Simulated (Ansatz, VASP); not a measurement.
**GaN: VASP beside Ansatz**

The input POSCAR:

```
GaN
1.0
    0.0000000000      2.1085152350      2.1085152350
    2.0617061967      0.0000000000      2.1085152350
    2.0617061967      2.1085152350      0.0000000000
Ga N
1 1
Direct
    0.0000000000      0.0000000000      0.0000000000
    0.5000000000      0.5000000000      0.5000000000
```

File INCAR.step1:

```
SYSTEM = GaN
PREC     = Accurate       ! precision mode
ENCUT    = 660            ! plane-wave cutoff, eV
ISMEAR   = 0              ! smearing method
SIGMA    = 0.01           ! smearing width, eV
LREAL    = .FALSE.        ! projectors in reciprocal space
LASPH    = .TRUE.         ! aspherical terms in the spheres
NELM     = 120            ! most SCF steps
NBANDS   = 16             ! bands
GGA      = PE             ! functional
ALGO     = Normal         ! electronic algorithm
EDIFF    = 1E-5           ! SCF threshold, eV
LWAVE    = .TRUE.         ! write WAVECAR
LCHARG   = .FALSE.        ! write CHGCAR
GGA_COMPAT= .FALSE.
```

The input INCAR.step2:

```
SYSTEM = GaN
PREC     = Accurate       ! precision mode
ENCUT    = 660            ! plane-wave cutoff, eV
EDIFF    = 1E-6           ! SCF threshold, eV
ISMEAR   = 0              ! smearing method
SIGMA    = 0.01           ! smearing width, eV
LREAL    = .FALSE.        ! projectors in reciprocal space
LASPH    = .TRUE.         ! aspherical terms in the spheres
NELM     = 120            ! most SCF steps
ALGO     = Normal         ! electronic algorithm
ISIF     = 2              ! what is computed and relaxed
LWAVE    = .FALSE.        ! write WAVECAR
LCHARG   = .FALSE.        ! write CHGCAR
METAGGA  = R2SCAN         ! meta-GGA
LMIXTAU  = .TRUE.       
NBANDS   = 16             ! bands
ISTART   = 1            
GGA_COMPAT= .FALSE.
```

Contents of KPOINTS:

```
Automatic mesh
0
G
  10 10 10
  0 0 0
```

Input for Ansatz:

```yaml
crystal:
  lattice:
    - [0.0, 2.108515235, 2.108515235]
    - [2.0617061967, 0.0, 2.108515235]
    - [2.0617061967, 2.108515235, 0.0]
  atoms:
    - { symbol: Ga, position: [0.0, 0.0, 0.0] }
    - { symbol: "N", position: [0.5, 0.5, 0.5] }
kpoints:
  mp_grid: { grid: [10, 10, 10] }
  band_path:
    path:
      - [0.0, 0.0, 0.0]
      - [0.5, 0.0, 0.5]
      - [0.625, 0.25, 0.625]
      - [0.375, 0.375, 0.75]
      - [0.5, 0.5, 0.5]
      - [0.5, 0.25, 0.75]
      - [0.1875, 0.1875, 0.375]
    npoints: 1
hamiltonian:
  xc: r2scan
scf:
  occupations: { method: fixed }
  n_extra_bands: 4
output:
  forces: true
  stress: true
  eigenvalues: true
```

Change from the starting cell: uniaxial_x strain -2.2%.

Alike in both runs: task single point; functional r2SCAN; k mesh 10 × 10 × 10; no spin polarisation.

|  | VASP | Ansatz |
| --- | --- | --- |
| version | VASP 6.6.1 | Ansatz 0.2.0 |
| potentials or method | VASP PAW PBE potentials, release 64 (Ga_d, N) | plane waves, PAW |
| plane-wave cutoff (eV) | 660 | 500 |
| occupations | gaussian, width 0.01 eV | fixed |
| valence electrons in the cell | 18 | 18 |

Ansatz gave:

| Item | Value |
| --- | --- |
| gap on the k mesh at the Fermi level (eV) | 1.19 |
| pressure (GPa) | 6.0 |
| traceless stress, the component that is largest in VASP (GPa) | 3.36 |

Task: Which values does VASP return?

Result: gap on the k mesh at the Fermi level (eV): 1.16; pressure (GPa): 7.3; traceless stress, the component that is largest in VASP (GPa): 3.60.

VASP's potentials were made for PBE, not for r2SCAN.
